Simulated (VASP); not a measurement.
# MnO (Fm-3m) in VASP: notebook

Aim: see how the results for MnO move with the level of theory and the settings. Levels: revPBE, PBE. Tasks: relaxation of cell and atoms, single point.

All numbers are computed with VASP 6.6.1; they aren't measurements. Logs are shortened: lines on timing, memory, paths and dates and some standing lists are left out, and cuts for length are marked.

### Step 1. The cell of the first run

Symmetry: Fm-3m, No. 225, cubic system. Conventional cell: a = 4.448 Å, b = 4.448 Å, c = 4.448 Å, α = 90.00°, β = 90.00°, γ = 90.00°. Within 2.9 Å of Mn (site symmetry m-3m) lie 6 O at 2.22 Å. O (site symmetry m-3m) has 6 Mn at 2.22 Å within 2.9 Å.

### Step 2. Relaxation of cell and atoms, revPBE, collinear spin, ferromagnetic start

INCAR reads:

```
SYSTEM = MnO
PREC = Accurate
ENCUT = 600
EDIFF = 1E-6
ISMEAR = -1
SIGMA = 0.05
LREAL = .FALSE.
LASPH = .TRUE.
NELM = 150
ALGO = Normal
ISIF = 3
LWAVE = .FALSE.
LCHARG = .FALSE.
ISPIN = 2
MAGMOM = 4 0
LORBIT = 11
LMAXMIX = 4
GGA = RE
IBRION = 2
NSW = 80
EDIFFG = -0.01
```

KPOINTS reads:

```
Automatic mesh
0
G
  10 10 10
  0 0 0
```

POSCAR reads:

```
MnO
1.0
    0.0000000000      2.2239077028      2.2239077028
    2.2239077028      0.0000000000      2.2239077028
    2.2239077028      2.2239077028      0.0000000000
Mn O
1 1
Direct
    0.0000000000      0.0000000000      0.0000000000
    0.5000000000      0.5000000000      0.5000000000
```

Potentials or basis: VASP PAW PBE potentials, release 64 (Mn_pv, O).

Run with:

```console
$ cat potpaw_PBE.64/Mn_pv/POTCAR potpaw_PBE.64/O/POTCAR > POTCAR
$ mpirun -np 1 vasp_std > vasp.out
```

OUTCAR:

```text
SYSTEM = MnO
   PREC = Accurate
   ENCUT = 600
   EDIFF = 1E-6
   ISMEAR = -1
   LREAL = .FALSE.
   LASPH = .TRUE.
   NELM = 150
   ISIF = 3
   ISPIN = 2
   LORBIT = 11
   GGA = RE
   IBRION = 2
   NSW = 80
   EDIFFG = -0.01

 ion  position               nearest neighbor table
   1  0.000  0.000  0.000-   2 2.22   2 2.22   2 2.22   2 2.22   2 2.22   2 2.22
   2  0.500  0.500  0.500-   1 2.22   1 2.22   1 2.22   1 2.22   1 2.22   1 2.22

  LATTYP: Found a face centered cubic cell.
 ALAT       =     4.4478154056

  Lattice vectors:

 A1 = (   0.0000000000,   2.2239077028,   2.2239077028)
 A2 = (   2.2239077028,   0.0000000000,   2.2239077028)
 A3 = (   2.2239077028,   2.2239077028,   0.0000000000)

Analysis of symmetry for initial positions (statically):
=====================================================================
 Subroutine PRICEL returns:
 Original cell was already a primitive cell.

 Routine SETGRP: Setting up the symmetry group for a
 face centered cubic supercell.

 Subroutine GETGRP returns: Found 48 space group operations
 (whereof 48 operations were pure point group operations)
 out of a pool of 48 trial point group operations.

The static configuration has the point symmetry O_h .

Analysis of symmetry for dynamics (positions and initial velocities):
=====================================================================
 Subroutine PRICEL returns:
 Original cell was already a primitive cell.

 Routine SETGRP: Setting up the symmetry group for a
 face centered cubic supercell.

 Subroutine GETGRP returns: Found 48 space group operations
 (whereof 48 operations were pure point group operations)
 out of a pool of 48 trial point group operations.

The dynamic configuration has the point symmetry O_h .

Analysis of structural, dynamic, and magnetic symmetry:
=====================================================================
 Subroutine PRICEL returns:
 Original cell was already a primitive cell.

 Routine SETGRP: Setting up the symmetry group for a
 face centered cubic supercell.

 Subroutine GETGRP returns: Found 48 space group operations
 (whereof 48 operations were pure point group operations)
 out of a pool of 48 trial point group operations.

The overall configuration has the point symmetry O_h .

 Subroutine INISYM returns: Found 48 space group operations
 (whereof 48 operations are pure point group operations),
 and found     1 'primitive' translations

----------------------------------------------------------------------------------------

                                     Primitive cell

  volume of cell :      21.9979

  direct lattice vectors                    reciprocal lattice vectors
     0.000000000  2.223907703  2.223907703    -0.224829474  0.224829474  0.224829474
     2.223907703  0.000000000  2.223907703     0.224829474 -0.224829474  0.224829474
     2.223907703  2.223907703  0.000000000     0.224829474  0.224829474 -0.224829474

  length of vectors
     3.145080435  3.145080435  3.145080435     0.389416073  0.389416073  0.389416073

  position of ions in fractional coordinates (direct lattice)
     0.000000000  0.000000000  0.000000000
     0.500000000  0.500000000  0.500000000

  ion indices of the primitive-cell ions
   primitive index   ion index
                 1           1
                 2           2

----------------------------------------------------------------------------------------

 KPOINTS: Automatic mesh

Automatic generation of k-mesh.
 Grid dimensions read from file:
 generate k-points for:   10   10   10

 Generating k-lattice:

  Cartesian coordinates                     Fractional coordinates (reciprocal lattice)
    -0.022482947  0.022482947  0.022482947     0.100000000  0.000000000  0.000000000
     0.022482947 -0.022482947  0.022482947     0.000000000  0.100000000  0.000000000
     0.022482947  0.022482947 -0.022482947     0.000000000  0.000000000  0.100000000

  Length of vectors
     0.038941607  0.038941607  0.038941607

  Shift w.r.t. Gamma in fractional coordinates (k-lattice)
     0.000000000  0.000000000  0.000000000

 Subroutine IBZKPT returns following result:
 ===========================================

 Found     47 irreducible k-points:

 Following reciprocal coordinates:
            Coordinates               Weight
  0.000000  0.000000  0.000000      1.000000
  0.100000  0.000000  0.000000      8.000000
  0.200000  0.000000  0.000000      8.000000
  0.300000  0.000000  0.000000      8.000000
  0.400000  0.000000  0.000000      8.000000
  0.500000  0.000000  0.000000      4.000000
[... 16 lines left out ...]
  0.300000  0.300000  0.000000      6.000000
  0.400000  0.300000  0.000000     24.000000
 [... further k-points ...]
   k-points           NKPTS =     47   k-points in BZ     NKDIM =     47   number of bands    NBANDS=     15
   number of dos      NEDOS =    301   number of ions     NIONS =      2
   total plane-waves  NPLWV =  21952
   dimension x,y,z NGX =    28 NGY =   28 NGZ =   28
   dimension x,y,z NGXF=    56 NGYF=   56 NGZF=   56
   ions per type =               1   1
   NGX,Y,Z   is equivalent  to a cutoff of  14.80, 14.80, 14.80 a.u.
   NGXF,Y,Z  is equivalent  to a cutoff of  29.60, 29.60, 29.60 a.u.
 SYSTEM =  MnO
   PREC   = accura    normal or accurate (medium, high low for compatibility)
   ISTART =      0    job   : 0-new  1-cont  2-samecut
   ICHARG =      2    charge: 1-file 2-atom 10-const
   ISPIN  =      2    spin polarized calculation?
   LNONCOLLINEAR =      F non collinear calculations
   LSORBIT =      F    spin-orbit coupling
   LASPH  =      T    aspherical Exc in radial PAW
   ENCUT  =  600.0 eV  44.10 Ry    6.64 a.u.   6.28  6.28  6.28*2*pi/ulx,y,z
   NELM   =    150;   NELMIN=  2; NELMDL= -5     # of ELM steps
   EDIFF  = 0.1E-05   stopping-criterion for ELM
   LREAL  =      F    real-space projection
   EDIFFG = -.1E-01   stopping-criterion for IOM
   NSW    =     80    number of steps for IOM
   IBRION =      2    ionic relax: 0-MD 1-quasi-New 2-CG
   NFREE  =      1    steps in history (QN), initial steepest desc. (CG)
   ISIF   =      3    stress and relaxation
   ISYM   =      2    0-nonsym 1-usesym 2-fastsym
   POTIM  = 0.5000    time-step for ionic-motion
   TEBEG  =    0.0;   TEEND  =   0.0 temperature during run
   PSTRESS=    0.0 pullay stress
   NELECT =      19.0000    total number of electrons
   NUPDOWN=      -1.0000    fix difference up-down
   EMIN   =  10.00;   EMAX   =-10.00  energy-range for DOS
   EFERMI =   0.00;   METHOD = LEGACY
   ISMEAR =    -1;   SIGMA  =   0.05  broadening in eV -4-tet -1-fermi 0-gaus
   EFERMI_NEDOS =   21; number of points for ismear=-14 and -15
   IALGO  =     38    algorithm
   IMIX   =      4    mixing-type and parameters
     AMIX     =   0.40;   BMIX     =  1.00
     AMIX_MAG =   1.60;   BMIX_MAG =  1.00
  volume/ion in A,a.u.               =      11.00        74.22
  Fermi-wavevector in a.u.,A,eV,Ry     =   1.559071  2.946217 33.071721  2.430703
  Thomas-Fermi vector in A             =   2.662483
   LORBIT       =     11    0 simple, 1 ext, 2 COOP (PROOUT), +10 PAW based schemes
   GGA     = RE    functional components
   LHFCALC =     F    Hartree Fock is set to
   AEXX    =    0.0000 exact exchange contribution
   IVDW    =     0    specifies the selected vdW correction
   LEPSILON=     F    determine dielectric tensor
   LRPA    =     F    only Hartree local field effects (RPA)
 conjugate gradient relaxation of ions
 spin polarized calculation
  energy-cutoff  :      600.00
  volume of cell :       22.00
 maximum number of plane-waves:       754
 NGX is ok and might be reduce to    28
   NGX = 13   NGY = 13   NGZ = 13

--------------------------------------- Ionic step        1  -------------------------------------------

 number of electron      18.9999997 magnetization       4.8128043

 Free energy of the ion-electron system (eV)
  ---------------------------------------------------
  ext. energy  EPLUGINS =         0.00000000
  ---------------------------------------------------
  free energy    TOTEN  =       -15.80348834 eV

  energy without entropy =      -15.79702596  energy(sigma->0) =      -15.80025715

------------------------ aborting loop because EDIFF is reached ----------------------------------------

  FORCE on cell =-STRESS in cart. coord.  units (eV):
  Direction    XX          YY          ZZ          XY          YZ          ZX
  --------------------------------------------------------------------------------------
  -------------------------------------------------------------------------------------
  Total        0.5697800      0.5697800      0.5697800      0.0000000     -0.0000000     -0.0000000
  in kB       41.4989864     41.4989864     41.4989864      0.0000000     -0.0000000     -0.0000000
  external PRESSURE =      41.4989864 kB  Pullay stress =       0.0000000 kB
[... 57 lines left out ...]
  energy  without entropy=      -15.8082279837  energy(sigma->0) =      -15.81101601

--------------------------------------- Ionic step        3  -------------------------------------------

 number of electron      18.9999993 magnetization       4.8907633

 Free energy of the ion-electron system (eV)
  ---------------------------------------------------
  ext. energy  EPLUGINS =         0.00000000
  ---------------------------------------------------
  free energy    TOTEN  =       -15.81387854 eV

  energy without entropy =      -15.80812801  energy(sigma->0) =      -15.81100327

 E-fermi :   7.1605     XC(G=0): -11.4737

 val. band max:        7.1399499368   @ k =   0.3000   0.3000   0.0000
 cond. band min:       7.1632532621   @ k =  -0.4000   0.5000   0.1000
 fundamental gap:      0.0233033253
 Fermi energy:         7.1604735682

 spin component 1

 k-point     1 :       0.0000    0.0000    0.0000
  band No.  band energies     occupation
      1     -43.2946      1.00000
      2     -43.2946      1.00000
      3     -43.2946      1.00000
      4     -12.7920      1.00000
      5       3.6515      1.00000
      6       3.6515      1.00000
      7       3.6515      1.00000
      8       3.9583      1.00000
      9       3.9583      1.00000
     10       3.9583      1.00000
     11       4.4551      1.00000
     12       4.4551      1.00000
     13       6.5166      1.00000
     14      21.0432      0.00000
     15      23.2132      0.00000
[... 399 lines left out ...]
      1     -43.3335      1.00000
      2     -43.3112      1.00000
      3     -43.3097      1.00000
      4     -12.0319      1.00000
      5       0.3296      1.00000
      6       2.1467      1.00000
      7       2.4145      1.00000
      8       3.5508      1.00000
      9       4.8712      1.00000
     10       5.1084      1.00000
     11       5.2908      1.00000
     12       5.6189      1.00000
     13      11.7721      0.00000
     14      15.7567      0.00000
     15      17.1945      0.00000

 [... further k-points ...]

 spin component 2

 k-point     1 :       0.0000    0.0000    0.0000
  band No.  band energies     occupation
      1     -38.4933      1.00000
      2     -38.4933      1.00000
      3     -38.4933      1.00000
      4     -12.3507      1.00000
      5       4.0335      1.00000
      6       4.0335      1.00000
      7       4.0335      1.00000
      8       7.9707      0.00000
      9       8.1464      0.00000
     10       8.1464      0.00000
     11       8.1464      0.00000
     12       8.7063      0.00000
     13       8.7063      0.00000
     14      21.8052      0.00000
     15      24.6558      0.00000
[... 443 lines left out ...]
  FREE ENERGIE OF THE ION-ELECTRON SYSTEM (eV)
  ---------------------------------------------------
  free  energy   TOTEN  =       -15.8138785401 eV

  energy  without entropy=      -15.8081280066  energy(sigma->0) =      -15.81100327

 reached required accuracy - stopping structural energy minimisation

 total charge

# of ion       s       p       d       tot
------------------------------------------
    1        0.194   6.163   4.949  11.307
    2        1.560   3.413   0.000   4.973
--------------------------------------------------
tot          1.755   9.576   4.949  16.280

 magnetization (x)

# of ion       s       p       d       tot
------------------------------------------
    1        0.035   0.026   4.369   4.431
    2        0.029   0.174   0.000   0.203
--------------------------------------------------
tot          0.063   0.200   4.369   4.633
```

Wall time 79 s (1 thread of Intel Xeon Platinum 8375C at 2.90GHz (Ice Lake), shared host); peak memory 0.19 GiB.

Results:

```
Free energy                                           : -15.8139 eV
Relaxed volume                                        : 11.42 Å³/atom
Relaxed cell                                          : a = 3.185 Å, b = 3.185 Å, c = 3.185 Å, α = 60.00°, β = 60.00°, γ = 60.00°
Space group after relaxing (to 0.05 Å)                : Fm-3m (No. 225)
Energy gained by relaxing                             : 5.2 meV/atom
Ionic steps                                           : 3
Pressure after relaxing                               : 0.0 GPa
Net moment                                            : 4.89 μB per cell
Site moments                                          : Mn +4.43; O +0.20 μB
Valence electrons inside the program's atomic spheres : Mn 11.31; O 4.97
```

Step by step:
```csv
step,energy change (eV),largest force (eV/Å),pressure (GPa),volume (Å³)
1,0.0000,0.0000,4.15,22.00
2,-0.0103,0.0000,-0.32,22.92
3,-0.0104,0.0000,-0.01,22.84
```

Final structure:
```
CELL_PARAMETERS angstrom
0.00000 2.25196 2.25196
2.25196 0.00000 2.25196
2.25196 2.25196 0.00000
ATOMIC_POSITIONS crystal
Mn 0.00000 0.00000 0.00000
O 0.50000 0.50000 0.50000
```

Levels at points of the mesh, in eV from the Fermi level:
Spin up:
| k point | band 10 | band 11 | band 12 | band 13 | band 14 | band 15 |
| --- | --- | --- | --- | --- | --- | --- |
| (0.00, 0.00, 0.00) | -3.20 | -2.71 | -2.71 | -0.64 | 13.88 | 16.05 |
| (0.50, 0.00, 0.00) | -1.94 | 0.10 | 0.10 | 3.44 | 7.48 | 11.68 |
| (0.50, 0.50, 0.00) | -2.13 | -2.13 | -2.03 | 4.81 | 7.68 | 10.21 |
Spin down:
```
           k point  band 3  band 4  band 5  band 6  band 7  band 8  band 9  band 10  band 11  band 12
(0.00, 0.00, 0.00)  -45.65  -19.51   -3.13   -3.13   -3.13    0.81    0.99     0.99     0.99     1.55
(0.50, 0.00, 0.00)  -45.66  -18.65   -6.95   -4.51   -4.51    2.08    2.13     2.13     3.66     3.66
(0.50, 0.50, 0.00)  -45.68  -18.66   -6.06   -4.06   -4.06   -0.49    2.09     2.23     2.53     2.53
```

Caveat: the PAW data sets were made with another functional, which shifts forces and pressure a little; a cell with one magnetic atom can't hold antiferromagnetic order, which such compounds often take; semilocal functionals often make such compounds metallic where correlation or magnetic order opens a gap, which also shifts bond lengths. With open d or f shells a metallic result of revPBE can be an artefact of self-interaction; +U or a hybrid may open a gap.

### Step 3. Single point, PBE, collinear spin, ferromagnetic start

INCAR reads:

```
PREC = Accurate
ENCUT = 600
EDIFF = 1E-6
ISMEAR = -1
SIGMA = 0.05
LREAL = F
LASPH = T
NELM = 200
ALGO = Normal
ISIF = 2
LWAVE = F
LCHARG = F
ISPIN = 2
MAGMOM = 3 0
LORBIT = 11
NUPDOWN = 3.0
LMAXMIX = 4
GGA = PE
NBANDS = 22
GGA_COMPAT = F
```

KPOINTS reads:

```
regular mesh
0
Gamma
  9 9 9
```

POSCAR is that of step 2.

Potentials or basis: VASP PAW PBE potentials, release 64 (Mn_sv, O).

Run with:

```console
$ cat potpaw_PBE.64/Mn_sv/POTCAR potpaw_PBE.64/O/POTCAR > POTCAR
$ mpirun -np 1 vasp_std > vasp.out
```

Run time: 34 s. Hardware: 1 thread of Intel Xeon Platinum 8488C (Sapphire Rapids), shared host; peak memory 0.18 GiB.

Results (log left out):

```yaml
Free_energy: -15.6891 eV
Pressure: -25.2 GPa
Net_moment: 3.00 μB per cell
Site_moments: Mn +2.83; O -0.02 μB
Valence_electrons_inside_the_program's_atomic_spheres: Mn 12.82; O 4.92
```

Caveat: the total moment is fixed, so each spin has its own Fermi level; a cell with one magnetic atom can't hold antiferromagnetic order, which such compounds often take.

### Step 4. Single point, PBE, collinear spin, ferromagnetic start

INCAR reads:

```
SYSTEM = MnO
PREC = Accurate
ENCUT = 600
EDIFF = 1E-6
ISMEAR = -1
SIGMA = 0.05
LREAL = .FALSE.
LASPH = .TRUE.
NELM = 200
ALGO = Normal
ISIF = 2
LWAVE = .FALSE.
LCHARG = .TRUE.
ISPIN = 2
MAGMOM = 6 0
LORBIT = 11
NUPDOWN = 6.0
LMAXMIX = 4
GGA = PE
LELF = .TRUE.
LVHAR = .TRUE.
NBANDS = 22
GGA_COMPAT = .FALSE.
```

KPOINTS reads:

```
Automatic mesh
0
G
  9 9 9
  0 0 0
```

POSCAR is that of step 3.

Run with:

```console
$ cat potpaw_PBE.64/Mn_sv/POTCAR potpaw_PBE.64/O/POTCAR > POTCAR
$ mpirun -np 1 vasp_std > vasp.out
```

Run time: 24 s. Hardware: 1 thread of Intel Xeon 6975P-C (Granite Rapids), shared host; peak memory 0.18 GiB.

The run converged. Its results:

```yaml
Free_energy: -12.8520 eV
Pressure: 35.9 GPa
Net_moment: 6.00 μB per cell
Site_moments: Mn +4.39; O +0.76 μB
Valence_electrons_inside_the_program's_atomic_spheres: Mn 12.82; O 4.93
```

Caveat: the total moment is fixed, so each spin has its own Fermi level; a cell with one magnetic atom can't hold antiferromagnetic order, which such compounds often take.

### Step 5. Overview

| task | level | potentials or basis | fixed moment (μB) | cell | k mesh | second run | pressure (GPa) | moment (μB) |
| --- | --- | --- | --- | --- | --- | --- | --- | --- |
| relaxation of cell and atoms | revPBE | VASP PAW PBE potentials, release 64 (Mn_pv, O) | - | relaxed | 10 × 10 × 10 | - | 0.0 | 4.89 |
| single point | PBE | VASP PAW PBE potentials, release 64 (Mn_sv, O) | 3.0 | as given | 9 × 9 × 9 | valence_matched | -25.2 | 3.00 |
| single point | PBE | VASP PAW PBE potentials, release 64 (Mn_sv, O) | 6.0 | as given | 9 × 9 × 9 | valence_matched | 35.9 | 6.00 |

Alike in all rows: spin collinear, ferromagnetic start; cutoff (eV) 600; smearing fermi-dirac 0.05 eV.

Caveats: a cell with one magnetic atom can't hold antiferromagnetic order, which such compounds often take; the total moment is fixed, so each spin has its own Fermi level (some runs); the PAW data sets were made with another functional, which shifts forces and pressure a little (some runs); semilocal functionals often make such compounds metallic where correlation or magnetic order opens a gap, which also shifts bond lengths (some runs).

Absolute energies hang on the potentials; compare differences alone.
